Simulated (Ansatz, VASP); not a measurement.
One calculation of Ru, two programs

```xyz
2
Lattice="2.6751 0.0000 0.0000 -1.3375 2.3167 0.0000 0.0000 0.0000 4.2228" Properties=species:S:1:pos:R:3 pbc="T T T"
Ru    0.0000    0.0000    0.0000
Ru    0.0000    1.5444    2.1114
```

Alike in both runs: task single point; functional LDA; k mesh 34 × 34 × 19; no spin polarisation.

```csv
,VASP,Ansatz
version,VASP 6.6.1,Ansatz 0.2.0
potentials or method,"VASP PAW LDA potentials, release 64 (Ru_pv)","plane-wave PAW, scalar-relativistic"
plane-wave cutoff (eV),520,420
occupations,"methfessel-paxton of order 1, width 0.1 eV","cold, width 0.1 eV"
valence electrons in the cell,28,32
```

|  | VASP | Ansatz | Ansatz less VASP |
| --- | --- | --- | --- |
| pressure (GPa) | 1.0 | 0.0 | -1.01 |
| traceless stress, the component that is largest in VASP (GPa) | -0.15 | -0.26 | -0.107 |

LDA's correlation is that of Perdew and Zunger in VASP and of Perdew and Wang (1992) in Ansatz. VASP's potentials hold 28 valence electrons a cell and Ansatz's 32, so a difference there can come from the potentials and not from the codes.
